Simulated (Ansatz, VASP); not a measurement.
# Au: VASP beside Ansatz

```
Au
1.0
    -1.78985    1.78985    1.59098
     1.78985   -1.78985    1.59098
     1.78985    1.78985   -1.59098
Au
1
Direct
  0.00000 0.00000 0.00000
```

Change from the starting cell: strain +0.080 along x and y, -0.040 along z, atoms carried along.

Alike in both runs: task single point; functional r2SCAN; k mesh 24 × 24 × 24; occupations gaussian, width 0.15 eV; no spin polarisation.

```csv
,VASP,Ansatz
version,VASP 6.6.1,Ansatz 0.2.0
potentials or method,"VASP PAW PBE potentials, release 64 (Au), cutoff 520 eV","scalar-relativistic, plane waves, PAW"
valence electrons in the cell,11,19
```

Ansatz gave:

```
gap on the k mesh at the Fermi level (eV)                     : none
pressure (GPa)                                                : -14.2
traceless stress, the component that is largest in VASP (GPa) : -1.00
```

Task: Estimate VASP's values.

Result: gap on the k mesh at the Fermi level (eV): none; pressure (GPa): -14.1; traceless stress, the component that is largest in VASP (GPa): -1.01.

VASP's potentials were made for PBE, not for r2SCAN. A gap of «none» marks a metal or a gap that the smearing closes. VASP's potentials hold 11 valence electrons a cell and Ansatz's 19, so a difference there can come from the potentials and not from the codes.

Neither program's run includes spin-orbit coupling.
